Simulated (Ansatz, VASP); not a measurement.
F: VASP beside Ansatz

```
F
1.0
     2.90349    0.00000    0.00000
    -1.45175    2.51450    0.00000
     0.00000    0.00000    2.92067
F
2
Direct
  0.33333 0.66667 0.25000
  0.66667 0.33333 0.75000
```

Alike in both runs: functional PBE; k mesh 19 × 19 × 10; occupations fermi-dirac, width 0.08 eV; no spin polarisation.

Ansatz relaxed the structure, and its values are those at the end. VASP's run is a single point on that final structure, the one shown.

```csv
,VASP,Ansatz
version,VASP 6.6.1,Ansatz 0.2.0
potentials or method,"VASP PAW PBE potentials, release 64 (F)","PAW with Ansatz's default frozen-core files, scalar-relativistic"
plane-wave cutoff (eV),520,420
valence electrons in the cell,14,14
```

|  | VASP | Ansatz | Ansatz less VASP |
| --- | --- | --- | --- |
| pressure (GPa) | -0.7 | 0.0 | +0.72 |
